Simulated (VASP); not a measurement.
# AlAs (F-43m) in VASP: notebook, part 2 of 2

VASP 6.6.1. Earlier steps stand in the parts before.

**3. Single point, PBE**

This run uses another cell than the first one, of 23.49 Å³/atom, 1.036 times its volume.

INCAR reads:

```
SYSTEM = AlAs
PREC     = Accurate       ! precision mode
ENCUT    = 520            ! plane-wave cutoff, eV
EDIFF    = 1E-6           ! SCF threshold, eV
ISMEAR   = 0              ! smearing method
SIGMA    = 0.02           ! smearing width, eV
LREAL    = .FALSE.        ! projectors in reciprocal space
LASPH    = .TRUE.         ! aspherical terms in the spheres
NELM     = 60             ! most SCF steps
ALGO     = Normal         ! electronic algorithm
ISIF     = 2              ! what is computed and relaxed
LWAVE    = .FALSE.        ! write WAVECAR
LCHARG   = .FALSE.        ! write CHGCAR
GGA      = PE             ! functional
NBANDS   = 11             ! bands
```

KPOINTS reads:

```
Automatic mesh
0
G
  8 8 8
  0 0 0
```

POSCAR reads:

```
AlAs
1.0
    0.0000000000      2.8638066097      2.8638066097
    2.8638066097      0.0000000000      2.8638066097
    2.8638066097      2.8638066097      0.0000000000
Al As
1 1
Direct
    0.0000000000      0.0000000000      0.0000000000
    0.2500000000      0.2500000000      0.2500000000
```

Potentials or basis: VASP PAW PBE potentials, release 64 (Al, As).

On the command line:

```sh
$ cat potpaw_PBE.64/Al/POTCAR potpaw_PBE.64/As/POTCAR > POTCAR
$ mpirun -np 1 vasp_std > vasp.out
```

OUTCAR:

```text
SYSTEM = AlAs
   PREC = Accurate
   ENCUT = 520
   EDIFF = 1E-6
   ISMEAR = 0
   LREAL = .FALSE.
   LASPH = .TRUE.
   NELM = 60
   ISIF = 2
   GGA = PE

 ion  position               nearest neighbor table
   1  0.000  0.000  0.000-   2 2.48   2 2.48   2 2.48   2 2.48
   2  0.250  0.250  0.250-   1 2.48   1 2.48   1 2.48   1 2.48

  LATTYP: Found a face centered cubic cell.
 ALAT       =     5.7276132194

  Lattice vectors:

 A1 = (   0.0000000000,   2.8638066097,   2.8638066097)
 A2 = (   2.8638066097,   0.0000000000,   2.8638066097)
 A3 = (   2.8638066097,   2.8638066097,   0.0000000000)
[... 512 lines left out ...]
      7      10.1347      0.00000
      8      11.0985      0.00000
      9      11.8146      0.00000
     10      14.4588      0.00000
     11      15.6800      0.00000

 [... further k-points ...]
[... 5 lines left out ...]
  --------------------------------------------------------------------------------------
  -------------------------------------------------------------------------------------
  Total        0.0548840      0.0548840      0.0548840      0.0000000     -0.0000000     -0.0000000
  in kB        1.8719528      1.8719528      1.8719528      0.0000000     -0.0000000     -0.0000000
  external PRESSURE =       1.8719528 kB  Pullay stress =       0.0000000 kB

 VOLUME and BASIS-vectors are now :
 -----------------------------------------------------------------------------
  energy-cutoff  :      520.00
  volume of cell :       46.97
      direct lattice vectors                 reciprocal lattice vectors
     0.000000000  2.863806610  2.863806610    -0.174592795  0.174592795  0.174592795
     2.863806610  0.000000000  2.863806610     0.174592795 -0.174592795  0.174592795
     2.863806610  2.863806610  0.000000000     0.174592795  0.174592795 -0.174592795

 POSITION                                       TOTAL-FORCE (eV/Angst)
 -----------------------------------------------------------------------------------
      0.00000      0.00000      0.00000        -0.000000     -0.000000     -0.000000
      1.43190      1.43190      1.43190         0.000000      0.000000      0.000000
 -----------------------------------------------------------------------------------
    total drift:                               -0.000000     -0.000000     -0.000000

  FREE ENERGIE OF THE ION-ELECTRON SYSTEM (eV)
  ---------------------------------------------------
  free  energy   TOTEN  =        -9.3880012533 eV

  energy  without entropy=       -9.3880012533  energy(sigma->0) =       -9.38800125
```

OSZICAR:

```text
N       E                     dE             d eps       ncg     rms          rms(c)
DAV:   1     0.127458190657E+02    0.12746E+02   -0.27530E+03   646   0.527E+02
DAV:   2    -0.864640469500E+01   -0.21392E+02   -0.20351E+02   785   0.870E+01
DAV:   3    -0.959507400982E+01   -0.94867E+00   -0.94702E+00   810   0.178E+01
DAV:   4    -0.960277242509E+01   -0.76984E-02   -0.76978E-02   745   0.190E+00
DAV:   5    -0.960292508999E+01   -0.15266E-03   -0.15266E-03   790   0.256E-01    0.312E+00
DAV:   6    -0.941740911729E+01    0.18552E+00   -0.34397E-01   710   0.209E+00    0.180E+00
DAV:   7    -0.938713677125E+01    0.30272E-01   -0.16171E-01   728   0.156E+00    0.672E-01
DAV:   8    -0.938774971165E+01   -0.61294E-03   -0.11226E-02   701   0.489E-01    0.112E-01
DAV:   9    -0.938785237738E+01   -0.10267E-03   -0.42765E-04   749   0.116E-01    0.631E-02
DAV:  10    -0.938799753072E+01   -0.14515E-03   -0.19898E-04   711   0.747E-02    0.751E-03
DAV:  11    -0.938800118322E+01   -0.36525E-05   -0.22018E-05   754   0.196E-02    0.556E-03
DAV:  12    -0.938800125329E+01   -0.70078E-07   -0.20000E-06   722   0.700E-03
   1 F= -.93880013E+01 E0= -.93880013E+01  d E =-.591495E-11
```

It took 14 s on 1 thread of AMD EPYC 7R13 (Zen 3), shared host; peak memory 0.14 GiB.

What came out:

```
Free energy            : -9.3880 eV
Pressure               : 0.2 GPa
Band gap on the k mesh : 1.49 eV, indirect (least direct gap 1.78 eV)
```

A k mesh can miss the band edges. A hybrid or GW would open this gap; PBE tends to underestimate it.

**4. Single point, PBE (volume scaled by 0.88)**

INCAR reads:

```
PREC = Accurate ; ENCUT = 500
EDIFF = 1E-6 ; ISMEAR = 0
SIGMA = 0.02 ; LREAL = False
LASPH = True ; NELM = 120
ALGO = Normal ; ISIF = 2
LWAVE = False ; LCHARG = True
GGA = PE ; LELF = True
LVHAR = True ; NBANDS = 11
GGA_COMPAT = False
```

KPOINTS reads:

```
regular mesh
0
Gamma
  8 8 8
```

POSCAR reads:

```
AlAs
1.0
    0.0000000000      2.7443399712      2.7443399712
    2.7443399712      0.0000000000      2.7443399712
    2.7443399712      2.7443399712      0.0000000000
Al As
1 1
Direct
    0.0000000000      0.0000000000      0.0000000000
    0.2500000000      0.2500000000      0.2500000000
```

On the command line:

```sh
$ cat potpaw_PBE.64/Al/POTCAR potpaw_PBE.64/As/POTCAR > POTCAR
$ mpirun -np 1 vasp_std > vasp.out
```

It took 7.4 s on 1 thread of Intel Xeon 6975P-C, shared host; peak memory 0.16 GiB.

It converged, with:

| Item | Value |
| --- | --- |
| Free energy | -9.2015 eV |
| Pressure | 11.6 GPa |
| Band gap on the k mesh | 1.26 eV, indirect (least direct gap 2.82 eV) |

Levels at points of the mesh, in eV from the valence-band top:
```tsv
k point	band 1	band 2	band 3	band 4	band 5	band 6	band 7	band 8
(0.00, 0.00, 0.00)	-12.41	0.00	0.00	0.00	2.82	4.45	4.45	4.45
(0.50, 0.00, 0.00)	-10.77	-6.01	-0.89	-0.89	2.50	4.74	4.74	7.91
(0.50, 0.50, 0.00)	-10.12	-5.77	-2.39	-2.39	1.26	2.29	11.06	11.06
```

Caveat: the cell differs from its parent crystal (volume scaled by 0.88). A k mesh can miss the band edges.

**5. Single point, PBE**

INCAR reads:

```
  PREC = Accurate
  ENCUT = 500
  EDIFF = 1E-6
  ISMEAR = 0
  SIGMA = 0.02
  LREAL = False
  LASPH = True
  NELM = 120
  ALGO = Normal
  ISIF = 2
  LWAVE = False
  LCHARG = False
  GGA = PE
  NBANDS = 11
  GGA_COMPAT = False
```

KPOINTS is that of step 4.

POSCAR reads:

```
AlAs
1.0
    0.0000000000      2.7751778329      2.7751778329
    2.7751778329      0.0000000000      2.7751778329
    2.7751778329      2.7751778329      0.0000000000
Al As
1 1
Direct
    0.0000000000      0.0000000000      0.0000000000
    0.2500000000      0.2500000000      0.2500000000
```

On the command line:

```sh
$ cat potpaw_PBE.64/Al/POTCAR potpaw_PBE.64/As/POTCAR > POTCAR
$ mpirun -np 1 vasp_std > vasp.out
```

Run time: 12 s. Hardware: 1 thread of Intel Xeon 6975P-C, shared host; peak memory 0.17 GiB.

It converged, with:

```
Free energy            : -9.2876 eV
Pressure               : 8.0 GPa
Band gap on the k mesh : 1.32 eV, indirect (least direct gap 2.54 eV)
```

Levels at points of the mesh, in eV from the valence-band top:
| k point | band 1 | band 2 | band 3 | band 4 | band 5 | band 6 | band 7 | band 8 | band 9 |
| --- | --- | --- | --- | --- | --- | --- | --- | --- | --- |
| (0.00, 0.00, 0.00) | -12.21 | 0.00 | 0.00 | 0.00 | 2.54 | 4.39 | 4.39 | 4.39 | 9.13 |
| (0.50, 0.00, 0.00) | -10.65 | -5.84 | -0.87 | -0.87 | 2.37 | 4.72 | 4.72 | 7.85 | 11.70 |
| (0.50, 0.50, 0.00) | -10.04 | -5.65 | -2.31 | -2.31 | 1.33 | 2.29 | 10.80 | 10.80 | 12.44 |

A k mesh can miss the band edges.

**6. Single point, PBEsol**

This run uses another cell than the first one, of 21.37 Å³/atom, 0.943 times its volume.

INCAR reads:

```
SYSTEM = AlAs
ALGO = Normal
EDIFF = 1E-6
ENCUT = 500
GGA = PS
GGA_COMPAT = .FALSE.
ISIF = 2
ISMEAR = 0
LASPH = .TRUE.
LCHARG = .FALSE.
LREAL = .FALSE.
LWAVE = .FALSE.
NBANDS = 11
NELM = 120
PREC = Accurate
SIGMA = 0.02
```

KPOINTS reads:

```
k-points
0
G
  8 8 8
  0 0 0
```

POSCAR is that of step 5.

Potentials or basis: VASP PAW PBE potentials, release 64 (Al, As).

On the command line:

```sh
$ cat potpaw_PBE.64/Al/POTCAR potpaw_PBE.64/As/POTCAR > POTCAR
$ mpirun -np 1 vasp_std > vasp.out
```

Run time: 9.5 s. Hardware: 1 thread of Intel Xeon 6975P-C, shared host; peak memory 0.17 GiB.

It converged, with:

```
Free energy            : -10.0110 eV
Pressure               : 5.9 GPa
Band gap on the k mesh : 1.21 eV, indirect (least direct gap 2.45 eV)
```

Levels at points of the mesh, in eV from the valence-band top:
```csv
k point,band 1,band 2,band 3,band 4,band 5,band 6,band 7,band 8
"(0.00, 0.00, 0.00)",-12.23,0.00,0.00,0.00,2.45,4.36,4.36,4.36
"(0.50, 0.00, 0.00)",-10.66,-5.88,-0.87,-0.87,2.31,4.67,4.67,7.68
"(0.50, 0.50, 0.00)",-10.05,-5.66,-2.32,-2.32,1.21,2.21,10.74,10.74
```

Caveat: the PAW data sets were made with another functional, which shifts forces and pressure a little. A k mesh can miss the band edges.

**7. The runs side by side**

| task | level | cell | cutoff (eV) | gap on the mesh (eV) | pressure (GPa) |
| --- | --- | --- | --- | --- | --- |
| relaxation of cell and atoms | PBE | relaxed from a = 4.003 Å, angles 60.0°, 2 atoms | 600 | 1.50 | 0.0 |
| single point | PBE | a = 4.050 Å, angles 60.0°, 2 atoms | 520 | 1.49 | 0.2 |
| single point | PBE | a = 3.881 Å, angles 60.0°, 2 atoms | 500 | 1.26 | 11.6 |
| single point | PBE | a = 3.925 Å, angles 60.0°, 2 atoms | 500 | 1.32 | 8.0 |
| single point | PBEsol | a = 3.925 Å, angles 60.0°, 2 atoms | 500 | 1.21 | 5.9 |

Alike in all rows: potentials or basis VASP PAW PBE potentials, release 64 (Al, As); no spin polarisation; k mesh 8 × 8 × 8; smearing gaussian 0.02 eV.

Caveats: the PAW data sets were made with another functional, which shifts forces and pressure a little (some runs).

Absolute energies hang on the potentials; compare differences alone.
